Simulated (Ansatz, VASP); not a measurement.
# In3Sb in VASP and in Ansatz

```
In Sb
1.0
     4.64024    0.00000    0.00000
     0.00000    4.40823    0.00000
     0.00000    0.00000    4.64024
In Sb
3 1
Direct
  0.50000 0.50000 0.00000
  0.50000 0.00000 0.50000
  0.00000 0.50000 0.50000
  0.00000 0.00000 0.00000
```

Change from the starting cell: strain -0.0500 x Voigt [0, 1, 0, 0, 0, 0], atoms carried along.

Alike in both runs: task single point; functional PBEsol; dispersion D3(BJ); k mesh 10 × 10 × 10; occupations gaussian, width 0.15 eV; no spin polarisation.

|  | VASP | Ansatz |
| --- | --- | --- |
| version | VASP 6.6.1 | Ansatz 0.2.0 |
| potentials or method | VASP PAW PBE potentials, release 64 (In_d, Sb), cutoff 520 eV | scalar-relativistic, plane waves, PAW |
| valence electrons in the cell | 44 | 54 |

```tsv
	VASP	Ansatz	Ansatz less VASP
gap on the k mesh at the Fermi level (eV)	none	none	-
pressure (GPa)	3.1	3.1	-0.05
traceless stress, the component that is largest in VASP (GPa)	-0.61	-0.61	+0.001
```

VASP's potentials were made for PBE, not for PBEsol. A gap of «none» marks a metal or a gap that the smearing closes. VASP's potentials hold 44 valence electrons a cell and Ansatz's 54, so a difference there can come from the potentials and not from the codes.

Neither program's run includes spin-orbit coupling.
